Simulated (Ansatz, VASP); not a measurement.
# MnHg in VASP and in Ansatz

```
Mn Hg
1.0
     3.31500    0.00000    0.00000
     0.00000    3.31500    0.00000
     0.00000    0.00000    6.63000
Mn Hg
2 2
Direct
  0.50000 0.50000 0.25000
  0.50000 0.50000 0.75000
  0.00000 0.00000 0.00000
  0.00000 0.00000 0.50000
```

Alike in both runs: task single point; functional PBE; k mesh 9 × 9 × 5; occupations fermi-dirac, width 0.1 eV; collinear spin.

|  | VASP | Ansatz |
| --- | --- | --- |
| version | VASP 6.6.1 | Ansatz 0.2.0 |
| potentials or method | VASP PAW PBE potentials, release 64 (Mn_pv, Hg), cutoff 520 eV | all-electron LAPW, scalar-relativistic |

|  | VASP | Ansatz | Ansatz less VASP |
| --- | --- | --- | --- |
| pressure (GPa) | 0.8 | 0.3 | -0.46 |
| net moment per atom (μB) | 1.94 | 1.94 | -0.002 |
| size of the moment on the site where the two differ most (μB) | 3.80 | 3.91 | +0.107 |

Site moments also hang on the region over which each program counts them. Ansatz ran all-electron here, and VASP with PAW potentials.

Neither program's run includes spin-orbit coupling.
